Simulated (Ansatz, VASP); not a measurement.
# KCl in VASP and in Ansatz

File INCAR:

```
PREC = Accurate
ENCUT = 520
EDIFF = 1E-7
ISMEAR = -1
SIGMA = 0.02
LREAL = False
LASPH = True
NELM = 60
ALGO = Normal
ISIF = 2
LWAVE = False
LCHARG = False
GGA = PE
NBANDS = 15
```

File KPOINTS:

```
Automatic mesh
0
Gamma
  8 8 8
```

POSCAR

```
KCl
1.0
    0.0000000000      3.0505028602      3.1718713392
    3.0505028602      0.0000000000      3.1718713392
    3.0505028602      3.0505028602      0.0000000000
K Cl
1 1
Direct
    0.0000000000      0.0000000000      0.0000000000
    0.5000000000      0.5000000000      0.5000000000
```

Input for Ansatz:

```yaml
crystal:
  lattice:
    - [0.0, 3.0505028602, 3.1718713392]
    - [3.0505028602, 0.0, 3.1718713392]
    - [3.0505028602, 3.0505028602, 0.0]
  atoms:
    - { symbol: K, position: [0.0, 0.0, 0.0] }
    - { symbol: Cl, position: [0.5, 0.5, 0.5] }
kpoints:
  mp_grid: { grid: [8, 8, 8] }
  band_path:
    path:
      - [0.0, 0.0, 0.0]
      - [0.5, 0.0, 0.5]
      - [0.625, 0.25, 0.625]
      - [0.375, 0.375, 0.75]
      - [0.5, 0.5, 0.5]
      - [0.5, 0.25, 0.75]
    npoints: 1
hamiltonian:
  xc: pbe
scf:
  occupations: { method: fermi_dirac, width: 0.02 }
  n_extra_bands: 4
output:
  forces: true
  stress: true
  eigenvalues: true
```

Change from the starting cell: epitaxial_xy strain -3.0%.

Alike in both runs: task single point; functional PBE; k mesh 8 × 8 × 8; occupations fermi-dirac, width 0.02 eV; no spin polarisation.

```csv
,VASP,Ansatz
version,VASP 6.6.1,Ansatz 0.2.0
potentials or method,"VASP PAW PBE potentials, release 64 (K_sv, Cl)","plane waves, PAW"
plane-wave cutoff (eV),520,420
valence electrons in the cell,16,16
```

Ansatz gave:

| Item | Value |
| --- | --- |
| gap on the k mesh at the Fermi level (eV) | 5.36 |
| pressure (GPa) | 2.1 |
| traceless stress, the component that is largest in VASP (GPa) | -1.21 |

Problem. What did VASP give for the same quantities?

Solution. gap on the k mesh at the Fermi level (eV): 5.36; pressure (GPa): 2.1; traceless stress, the component that is largest in VASP (GPa): -1.23.

With one functional, cell and mesh, what is left measures potentials, basis and numerics.
